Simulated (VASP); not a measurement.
# WC (Fm-3m) in VASP: notebook

The runs below take WC through single point, with PBE.

All numbers are computed with VASP 6.6.1; they aren't measurements. Logs are shortened: lines on timing, memory, paths and dates and some standing lists are left out, and cuts for length are marked.

## 1. The cell of the first run

The structure is cubic, space group Fm-3m (No. 225). Conventional cell: a = 4.326 Å, b = 4.326 Å, c = 4.326 Å, α = 90.00°, β = 90.00°, γ = 90.00°. Within 2.9 Å of W (site symmetry m-3m) lie 6 C at 2.16 Å. C (site symmetry m-3m) has 6 W at 2.16 Å within 2.9 Å.

## 2. Single point, PBE

Input file INCAR:

```
SYSTEM = WC
ALGO = Normal ; EDIFF = 1E-6
ENCUT = 600 ; GGA = PE
GGA_COMPAT = .FALSE. ; ISIF = 2
ISMEAR = -1 ; LASPH = .TRUE.
LCHARG = .FALSE. ; LREAL = .FALSE.
LWAVE = .FALSE. ; NBANDS = 16
NELM = 120 ; PREC = Accurate
SIGMA = 0.05
```

Input file KPOINTS:

```
k-points
0
G
  10 10 10
  0 0 0
```

Input file POSCAR:

```
WC
1.0
    0.0000000000      2.1630495024      2.1630495024
    2.1630495024      0.0000000000      2.1630495024
    2.1630495024      2.1630495024      0.0000000000
W C
1 1
Direct
    0.0000000000      0.0000000000      0.0000000000
    0.5000000000      0.5000000000      0.5000000000
```

Potentials or basis: VASP PAW PBE potentials, release 64 (W_sv, C).

The run is started by

```bash
$ cat potpaw_PBE.64/W_sv/POTCAR potpaw_PBE.64/C/POTCAR > POTCAR
$ mpirun -np 1 vasp_std > vasp.out
```

OUTCAR:

```text
SYSTEM = WC
   EDIFF = 1E-6
   ENCUT = 600
   GGA = PE
   ISIF = 2
   ISMEAR = -1
   LASPH = .TRUE.
   LREAL = .FALSE.
   NELM = 120
   PREC = Accurate

 ion  position               nearest neighbor table
   1  0.000  0.000  0.000-   2 2.16   2 2.16   2 2.16   2 2.16   2 2.16   2 2.16
   2  0.500  0.500  0.500-   1 2.16   1 2.16   1 2.16   1 2.16   1 2.16   1 2.16

  LATTYP: Found a face centered cubic cell.
 ALAT       =     4.3260990048

  Lattice vectors:

 A1 = (   0.0000000000,   2.1630495024,   2.1630495024)
 A2 = (   2.1630495024,   0.0000000000,   2.1630495024)
 A3 = (   2.1630495024,   2.1630495024,   0.0000000000)

Analysis of symmetry for initial positions (statically):
=====================================================================
 Subroutine PRICEL returns:
 Original cell was already a primitive cell.

 Routine SETGRP: Setting up the symmetry group for a
 face centered cubic supercell.

 Subroutine GETGRP returns: Found 48 space group operations
 (whereof 48 operations were pure point group operations)
 out of a pool of 48 trial point group operations.

The static configuration has the point symmetry O_h .

Analysis of symmetry for dynamics (positions and initial velocities):
=====================================================================
 Subroutine PRICEL returns:
 Original cell was already a primitive cell.

 Routine SETGRP: Setting up the symmetry group for a
 face centered cubic supercell.

 Subroutine GETGRP returns: Found 48 space group operations
 (whereof 48 operations were pure point group operations)
 out of a pool of 48 trial point group operations.

The dynamic configuration has the point symmetry O_h .

 Subroutine INISYM returns: Found 48 space group operations
 (whereof 48 operations are pure point group operations),
 and found     1 'primitive' translations

----------------------------------------------------------------------------------------

                                     Primitive cell

  volume of cell :      20.2409

  direct lattice vectors                    reciprocal lattice vectors
     0.000000000  2.163049502  2.163049502    -0.231155135  0.231155135  0.231155135
     2.163049502  0.000000000  2.163049502     0.231155135 -0.231155135  0.231155135
     2.163049502  2.163049502  0.000000000     0.231155135  0.231155135 -0.231155135

  length of vectors
     3.059013942  3.059013942  3.059013942     0.400372438  0.400372438  0.400372438

  position of ions in fractional coordinates (direct lattice)
     0.000000000  0.000000000  0.000000000
     0.500000000  0.500000000  0.500000000

  ion indices of the primitive-cell ions
   primitive index   ion index
                 1           1
                 2           2

----------------------------------------------------------------------------------------

 KPOINTS: k-points

Automatic generation of k-mesh.
 Grid dimensions read from file:
 generate k-points for:   10   10   10

 Generating k-lattice:

  Cartesian coordinates                     Fractional coordinates (reciprocal lattice)
    -0.023115514  0.023115514  0.023115514     0.100000000  0.000000000  0.000000000
     0.023115514 -0.023115514  0.023115514     0.000000000  0.100000000  0.000000000
     0.023115514  0.023115514 -0.023115514     0.000000000  0.000000000  0.100000000

  Length of vectors
     0.040037244  0.040037244  0.040037244

  Shift w.r.t. Gamma in fractional coordinates (k-lattice)
     0.000000000  0.000000000  0.000000000

 Subroutine IBZKPT returns following result:
 ===========================================

 Found     47 irreducible k-points:

 Following reciprocal coordinates:
            Coordinates               Weight
  0.000000  0.000000  0.000000      1.000000
  0.100000  0.000000  0.000000      8.000000
  0.200000  0.000000  0.000000      8.000000
  0.300000  0.000000  0.000000      8.000000
  0.400000  0.000000  0.000000      8.000000
  0.500000  0.000000  0.000000      4.000000
[... 16 lines left out ...]
  0.300000  0.300000  0.000000      6.000000
  0.400000  0.300000  0.000000     24.000000
 [... further k-points ...]
   k-points           NKPTS =     47   k-points in BZ     NKDIM =     47   number of bands    NBANDS=     16
   number of dos      NEDOS =    301   number of ions     NIONS =      2
   total plane-waves  NPLWV =  13824
   dimension x,y,z NGX =    24 NGY =   24 NGZ =   24
   dimension x,y,z NGXF=    48 NGYF=   48 NGZF=   48
   ions per type =               1   1
   NGX,Y,Z   is equivalent  to a cutoff of  13.04, 13.04, 13.04 a.u.
   NGXF,Y,Z  is equivalent  to a cutoff of  26.09, 26.09, 26.09 a.u.
 SYSTEM =  WC
   PREC   = accura    normal or accurate (medium, high low for compatibility)
   ISTART =      0    job   : 0-new  1-cont  2-samecut
   ICHARG =      2    charge: 1-file 2-atom 10-const
   ISPIN  =      1    spin polarized calculation?
   LNONCOLLINEAR =      F non collinear calculations
   LSORBIT =      F    spin-orbit coupling
   LASPH  =      T    aspherical Exc in radial PAW
   ENCUT  =  600.0 eV  44.10 Ry    6.64 a.u.   6.11  6.11  6.11*2*pi/ulx,y,z
   NELM   =    120;   NELMIN=  2; NELMDL= -5     # of ELM steps
   EDIFF  = 0.1E-05   stopping-criterion for ELM
   LREAL  =      F    real-space projection
   EDIFFG = 0.1E-04   stopping-criterion for IOM
   NSW    =      0    number of steps for IOM
   IBRION =     -1    ionic relax: 0-MD 1-quasi-New 2-CG
   NFREE  =      0    steps in history (QN), initial steepest desc. (CG)
   ISIF   =      2    stress and relaxation
   ISYM   =      2    0-nonsym 1-usesym 2-fastsym
   POTIM  = 0.5000    time-step for ionic-motion
   TEBEG  =    0.0;   TEEND  =   0.0 temperature during run
   PSTRESS=    0.0 pullay stress
   NELECT =      18.0000    total number of electrons
   NUPDOWN=      -1.0000    fix difference up-down
   EMIN   =  10.00;   EMAX   =-10.00  energy-range for DOS
   EFERMI =   0.00;   METHOD = LEGACY
   ISMEAR =    -1;   SIGMA  =   0.05  broadening in eV -4-tet -1-fermi 0-gaus
   EFERMI_NEDOS =   21; number of points for ismear=-14 and -15
   IALGO  =     38    algorithm
   IMIX   =      4    mixing-type and parameters
     AMIX     =   0.40;   BMIX     =  1.00
     AMIX_MAG =   1.60;   BMIX_MAG =  1.00
  volume/ion in A,a.u.               =      10.12        68.30
  Fermi-wavevector in a.u.,A,eV,Ry     =   1.574306  2.975007 33.721224  2.478440
  Thomas-Fermi vector in A             =   2.675460
   LORBIT       =      0    0 simple, 1 ext, 2 COOP (PROOUT), +10 PAW based schemes
   GGA     = PE    functional components
   LHFCALC =     F    Hartree Fock is set to
   AEXX    =    0.0000 exact exchange contribution
   IVDW    =     0    specifies the selected vdW correction
   LEPSILON=     F    determine dielectric tensor
   LRPA    =     F    only Hartree local field effects (RPA)
 non-spin polarized calculation
  energy-cutoff  :      600.00
  volume of cell :       20.24
 maximum number of plane-waves:       692
   NGX = 13   NGY = 13   NGZ = 13

 number of electron      17.9999999 magnetization

 Free energy of the ion-electron system (eV)
  ---------------------------------------------------
  ext. energy  EPLUGINS =         0.00000000
  ---------------------------------------------------
  free energy    TOTEN  =       -21.53451115 eV

  energy without entropy =      -21.52831435  energy(sigma->0) =      -21.53141275

 E-fermi :  13.0892     XC(G=0): -13.9437

 val. band max:       13.0043601830   @ k =   0.3000   0.2000   0.1000
 cond. band min:      13.0899465198   @ k =  -0.1000   0.1000   0.0000
 fundamental gap:      0.0855863368
 Fermi energy:        13.0891869420

 k-point     1 :       0.0000    0.0000    0.0000
  band No.  band energies     occupation
      1     -62.3727      2.00000
      2     -26.3623      2.00000
      3     -26.3623      2.00000
      4     -26.3623      2.00000
      5      -3.1327      2.00000
      6      10.1376      2.00000
[... 8 lines left out ...]
     15      22.6685      0.00000
     16      36.9718      0.00000

 k-point     2 :       0.1000    0.0000    0.0000
  band No.  band energies     occupation
      1     -62.3684      2.00000
      2     -26.4308      2.00000
      3     -26.3695      2.00000
      4     -26.3695      2.00000
      5      -2.8380      2.00000
      6       9.1943      2.00000
[... 8 lines left out ...]
     15      23.3550      0.00000
     16      34.3220      0.00000

 k-point     3 :       0.2000    0.0000    0.0000
  band No.  band energies     occupation
      1     -62.3571      2.00000
      2     -26.6067      2.00000
      3     -26.3883      2.00000
      4     -26.3883      2.00000
      5      -2.0079      2.00000
      6       7.4941      2.00000
[... 8 lines left out ...]
     15      24.9077      0.00000
     16      31.3117      0.00000

 k-point     4 :       0.3000    0.0000    0.0000
  band No.  band energies     occupation
      1     -62.3432      2.00000
      2     -26.8174      2.00000
      3     -26.4113      2.00000
      4     -26.4113      2.00000
      5      -0.7856      2.00000
      6       5.7202      2.00000
[... 8 lines left out ...]
     15      25.9701      0.00000
     16      28.9486      0.00000

 k-point     5 :       0.4000    0.0000    0.0000
  band No.  band energies     occupation
      1     -62.3319      2.00000
      2     -26.9830      2.00000
      3     -26.4298      2.00000
      4     -26.4298      2.00000
      5       0.6372      2.00000
      6       4.0502      2.00000
[... 8 lines left out ...]
     15      26.2608      0.00000
     16      26.2608      0.00000

 k-point     6 :       0.5000    0.0000    0.0000
  band No.  band energies     occupation
      1     -62.3275      2.00000
      2     -27.0451      2.00000
      3     -26.4369      2.00000
      4     -26.4369      2.00000
      5       1.7397      2.00000
      6       2.8851      2.00000
[... 8 lines left out ...]
     15      25.0476      0.00000
     16      25.0476      0.00000

 k-point     7 :       0.1000    0.1000    0.0000
  band No.  band energies     occupation
      1     -62.3670      2.00000
      2     -26.4260      2.00000
      3     -26.3857      2.00000
      4     -26.3857      2.00000
      5      -2.7477      2.00000
      6       8.8257      2.00000
[... 8 lines left out ...]
     15      23.5856      0.00000
     16      34.1860      0.00000

 k-point     8 :       0.2000    0.1000    0.0000
  band No.  band energies     occupation
      1     -62.3580      2.00000
      2     -26.5566      2.00000
      3     -26.4116      2.00000
      4     -26.3986      2.00000
      5      -2.1223      2.00000
      6       7.3463      2.00000
[... 8 lines left out ...]
     15      24.9030      0.00000
     16      31.1414      0.00000

 k-point     9 :       0.3000    0.1000    0.0000
  band No.  band energies     occupation
      1     -62.3449      2.00000
      2     -26.7499      2.00000
      3     -26.4375      2.00000
      4     -26.4213      2.00000
      5      -1.0830      2.00000
      6       5.9245      2.00000
[... 8 lines left out ...]
     15      25.9641      0.00000
     16      29.0081      0.00000
[... 172 lines left out ...]
 k-point    19 :       0.5000    0.2000    0.0000
  band No.  band energies     occupation
      1     -62.3223      2.00000
      2     -26.9481      2.00000
      3     -26.5740      2.00000
      4     -26.4954      2.00000
      5       0.5444      2.00000
      6       4.3946      2.00000
[... 8 lines left out ...]
     15      24.7141      0.00000
     16      27.3666      0.00000

 k-point    20 :      -0.4000    0.2000    0.0000
  band No.  band energies     occupation
      1     -62.3214      2.00000
      2     -26.9516      2.00000
      3     -26.6103      2.00000
      4     -26.4724      2.00000
      5       0.9234      2.00000
      6       3.9866      2.00000
[... 8 lines left out ...]
     15      25.6686      0.00000
     16      26.5543      0.00000

 k-point    21 :      -0.3000    0.2000    0.0000
  band No.  band energies     occupation
      1     -62.3275      2.00000
      2     -26.8813      2.00000
      3     -26.6070      2.00000
      4     -26.4377      2.00000
      5       0.4457      2.00000
      6       4.4052      2.00000
[... 8 lines left out ...]
     15      25.7930      0.00000
     16      26.7016      0.00000

 k-point    22 :      -0.2000    0.2000    0.0000
  band No.  band energies     occupation
      1     -62.3383      2.00000
      2     -26.7798      2.00000
      3     -26.5471      2.00000
      4     -26.4044      2.00000
      5      -0.5235      2.00000
      6       5.4483      2.00000
[... 8 lines left out ...]
     15      26.0943      0.00000
     16      26.9071      0.00000

 k-point    23 :       0.3000    0.3000    0.0000
  band No.  band energies     occupation
      1     -62.3333      2.00000
      2     -26.7761      2.00000
      3     -26.5214      2.00000
      4     -26.5214      2.00000
      5      -0.9248      2.00000
      6       5.5933      2.00000
[... 8 lines left out ...]
     15      26.0523      0.00000
     16      28.8472      0.00000

 k-point    24 :       0.4000    0.3000    0.0000
  band No.  band energies     occupation
      1     -62.3243      2.00000
      2     -26.8642      2.00000
      3     -26.5679      2.00000
      4     -26.5471      2.00000
      5      -0.6173      2.00000
      6       5.7525      2.00000
[... 8 lines left out ...]
     15      25.1098      0.00000
     16      28.8679      0.00000

 [... further k-points ...]

------------------------ aborting loop because EDIFF is reached ----------------------------------------

  FORCE on cell =-STRESS in cart. coord.  units (eV):
  Direction    XX          YY          ZZ          XY          YZ          ZX
  --------------------------------------------------------------------------------------
  -------------------------------------------------------------------------------------
  Total        1.9604624      1.9604624      1.9604624      0.0000000     -0.0000000     -0.0000000
  in kB      155.1814227    155.1814227    155.1814227      0.0000000     -0.0000000     -0.0000000
  external PRESSURE =     155.1814227 kB  Pullay stress =       0.0000000 kB

 VOLUME and BASIS-vectors are now :
 -----------------------------------------------------------------------------
  energy-cutoff  :      600.00
  volume of cell :       20.24
      direct lattice vectors                 reciprocal lattice vectors
     0.000000000  2.163049502  2.163049502    -0.231155135  0.231155135  0.231155135
     2.163049502  0.000000000  2.163049502     0.231155135 -0.231155135  0.231155135
     2.163049502  2.163049502  0.000000000     0.231155135  0.231155135 -0.231155135

 POSITION                                       TOTAL-FORCE (eV/Angst)
 -----------------------------------------------------------------------------------
      0.00000      0.00000      0.00000         0.000000     -0.000000      0.000000
      2.16305      2.16305      2.16305        -0.000000      0.000000     -0.000000
 -----------------------------------------------------------------------------------
    total drift:                                0.000000     -0.000000     -0.000000

  FREE ENERGIE OF THE ION-ELECTRON SYSTEM (eV)
  ---------------------------------------------------
  free  energy   TOTEN  =       -21.5345111507 eV

  energy  without entropy=      -21.5283143455  energy(sigma->0) =      -21.53141275
```

Run time: 9.6 s. Hardware: 1 thread of AMD EPYC 9R45 (Zen 5), shared host; peak memory 0.12 GiB.

What came out:

```yaml
Free_energy: -21.5345 eV
Pressure: 15.5 GPa
Band_gap_on_the_k_mesh: zero (bands 9 and 10 overlap by 3.38 eV)
```

Levels at points of the mesh, in eV from the Fermi level:
```csv
k point,band 6,band 7,band 8,band 9,band 10,band 11,band 12,band 13
"(0.00, 0.00, 0.00)",-2.95,-2.95,-2.95,-1.20,-1.20,-1.20,-1.05,-1.05
"(0.50, 0.00, 0.00)",-10.20,-6.93,-6.93,1.08,1.08,2.45,4.93,9.18
"(0.50, 0.50, 0.00)",-6.13,-5.75,-2.63,-2.63,0.88,2.39,2.39,5.80
```

Caveat: the cell stands under pressure; spin-orbit coupling is left out, which moves the levels of the heavy elements.

(Continued in part 2 of 2.)

The gap in the log of VASP goes by the Fermi energy; the results here count the filled bands.